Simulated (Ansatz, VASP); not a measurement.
Ti2BN in VASP and in Ansatz

Contents of INCAR:

```
PREC = Accurate ; ENCUT = 520
EDIFF = 1E-6 ; ISMEAR = -1
SIGMA = 0.05 ; LREAL = F
LASPH = T ; NELM = 80
ALGO = Normal ; ISIF = 2
LWAVE = F ; LCHARG = F
GGA = PE ; NBANDS = 24
```

KPOINTS

```
regular mesh
0
Gamma
  10 10 5
```

Contents of POSCAR:

```
Ti2BN
1.0
    3.0490537431      0.0000000000      0.0000000000
   -1.5245268715      2.6405580031      0.0000000000
    0.0000000000      0.0000000000      5.9030156694
Ti B N
2 1 1
Direct
    0.0000000000      0.0000000000      0.2565625700
    0.0000000000      0.0000000000      0.7434374300
    0.0000000000      0.0000000000      0.5000000000
    0.0000000000      0.0000000000      0.0000000000
```

Contents of input.yaml:

```yaml
crystal:
  lattice:
    - [3.0490537431, 0.0, 0.0]
    - [-1.5245268715, 2.6405580031, 0.0]
    - [0.0, 0.0, 5.9030156694]
  atoms:
    - { symbol: Ti, position: [0.0, 0.0, 0.25656257] }
    - { symbol: Ti, position: [0.0, 0.0, 0.74343743] }
    - { symbol: B, position: [0.0, 0.0, 0.5] }
    - { symbol: "N", position: [0.0, 0.0, 0.0] }
kpoints:
  mp_grid: { grid: [10, 10, 5] }
scf:
  occupations: { method: fermi_dirac, width: 0.05 }
hamiltonian:
  xc: pbe
  pseudopotentials: { kind: all_electron, lapw: { basis_error: 0.001 } }
output:
  forces: true
  stress: true
  eigenvalues: true
```

Change from the starting cell: volume scaled by 1.04.

Alike in both runs: task single point; functional PBE; k mesh 10 × 10 × 5; occupations fermi-dirac, width 0.05 eV; no spin polarisation.

|  | VASP | Ansatz |
| --- | --- | --- |
| version | VASP 6.6.1 | Ansatz 0.2.0 |
| potentials or method | VASP PAW PBE potentials, release 64 (Ti_sv, B, N), cutoff 520 eV | all-electron LAPW, scalar-relativistic |

Ansatz gave:

| Property | Result |
| --- | --- |
| gap on the k mesh at the Fermi level (eV) | none |
| pressure (GPa) | 101.7 |
| traceless stress, the component that is largest in VASP (GPa) | 180.69 |
| rms of the force components (eV/Å) | 2.298 |

Q: Estimate VASP's values.

A: gap on the k mesh at the Fermi level (eV): none; pressure (GPa): 102.3; traceless stress, the component that is largest in VASP (GPa): 182.86; rms of the force components (eV/Å): 2.002.

Atom by atom the forces differ by 0.296 eV/Å (rms over components). A gap of «none» marks a metal or a gap that the smearing closes. Both programs put the cell under a high pressure, so it lies far from rest at this level. Ansatz ran all-electron here, and VASP with PAW potentials.

Noted on VASP's run: the cell as given lies far from equilibrium.
